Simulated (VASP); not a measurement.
Input of a VASP 6.6.1 run:

File INCAR:

```
ALGO     = Normal         # electronic algorithm
EDIFF    = 1E-7           # SCF threshold, eV
ENCUT    = 520            # plane-wave cutoff, eV
GGA      = PE             # functional
ISIF     = 2              # what is computed and relaxed
ISMEAR   = 0              # smearing method
IVDW     = 12             # dispersion correction
LASPH    = T              # aspherical terms in the spheres
LCHARG   = F              # write CHGCAR
LREAL    = F              # projectors in reciprocal space
LWAVE    = F              # write WAVECAR
NBANDS   = 35             # bands
NELM     = 100            # most SCF steps
PREC     = Accurate       # precision mode
SIGMA    = 0.05           # smearing width, eV
```

The input KPOINTS:

```
k-points
0
Gamma
  12 12 4
```

File POSCAR:

```
WS2
1.0
    3.0280379359      0.0000000000      0.0000000000
   -1.5140189679      2.6223577761      0.0000000000
    0.0000000000      0.0000000000     12.6255054998
W S
2 4
Direct
    0.3333333333      0.6666666667      0.2500000000
    0.6666666667      0.3333333333      0.7500000000
    0.3333333333      0.6666666667      0.6202874207
    0.6666666667      0.3333333333      0.1202874207
    0.3333333333      0.6666666667      0.8797125793
    0.6666666667      0.3333333333      0.3797125793
```

Potentials or basis: VASP PAW PBE potentials, release 64 (W_sv, S).

Run with:

```console
$ cat potpaw_PBE.64/W_sv/POTCAR potpaw_PBE.64/S/POTCAR > POTCAR
$ mpirun -np 1 vasp_std > vasp.out
```

Question: Predict the band gap on the k mesh.

Answer: 1.14 eV, indirect (least direct gap 2.07 eV).

Question: What does it give for the pressure?

Answer: 7.0 GPa.

Question: Predict the largest force.

Answer: 0.252 eV/Å.

Question: Predict the dispersion energy per atom.

Answer: -0.454 eV.

Forces on the atoms (eV/Å):
```
W    0.000  0.000  0.000
W    0.000  0.000  0.000
S    0.000  0.000  0.252
S    0.000  0.000  0.252
S    0.000  0.000 -0.252
S    0.000  0.000 -0.252
```

Caveat: the cell differs from its parent crystal (strain -0.040 along x and y, +0.040 along z); spin-orbit coupling is left out, which moves the levels of the heavy elements. A k mesh can miss the band edges.
